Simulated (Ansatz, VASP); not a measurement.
**As: VASP beside Ansatz**

```xyz
2
Lattice="1.8774 1.0839 3.7043 -1.8774 1.0839 3.7043 0.0000 -2.1678 3.7043" Properties=species:S:1:pos:R:3 pbc="T T T"
As    0.0000    0.0000    2.4941
As    0.0000    0.0000    8.6189
```

Alike in both runs: task electric field gradients; functional r2SCAN; k mesh 12 × 12 × 12; occupations fermi-dirac, width 0.05 eV; no spin polarisation.

```csv
,VASP,Ansatz
version,VASP 6.6.1,Ansatz 0.2.0
potentials or method,"VASP PAW PBE potentials, release 64 (As)","PAW with Ansatz's default frozen-core files, scalar-relativistic"
plane-wave cutoff (eV),520,500
valence electrons in the cell,10,30
```

```csv
,VASP,Ansatz,Ansatz less VASP
pressure (GPa),0.1,0.0,-0.09
"traceless stress, the component that is largest in VASP (GPa)",0.18,0.21,+0.023
rms of the force components (eV/Å),0.008,0.032,+0.0240
size of Vzz on the site where it differs most (V/Å²),66.8,71.0,+4.19
```

VASP's potentials were made for PBE, not for r2SCAN. Atom by atom the forces differ by 0.024 eV/Å (rms over components). VASP's potentials hold 10 valence electrons a cell and Ansatz's 30, so a difference there can come from the potentials and not from the codes.
